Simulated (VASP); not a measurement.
Runs of VASP 6.6.1 on Be. The structure is that of space group Im-3m (No. 229), or close to it. The cells are those of the table. 

```tsv
task	cell	k mesh	cutoff (eV)	gap on the mesh (eV)	pressure (GPa)
single point	a = 2.266 Å, angles 109.5°, 1 atom	20 × 20 × 20	520	none	-11.0
relaxation of cell and atoms	relaxed from a = 2.192 Å, angles 109.5°, 1 atom	17 × 17 × 17	600	none	0.0
single point	a = 2.123 Å, angles 109.5°, 1 atom	20 × 20 × 20	520	none	(a)
single point	a = 2.153 Å, angles 109.5°, 1 atom	20 × 20 × 20	520	none	5.1
single point	a = 2.182 Å, angles 109.5°, 1 atom	17 × 17 × 17	520	none	0.0
single point	a = 2.239 Å, angles 109.5°, 1 atom	20 × 20 × 20	520	none	-8.0
```

Alike in all rows: level revPBE; potentials or basis VASP PAW PBE potentials, release 64 (Be); no spin polarisation; smearing fermi-dirac 0.1 eV.

Task: Fill in the values left out.

Result: (a) 11.3.

Caveats: the PAW data sets were made with another functional, which shifts forces and pressure a little.

A gap of «none» marks levels without a gap at the run's occupations.
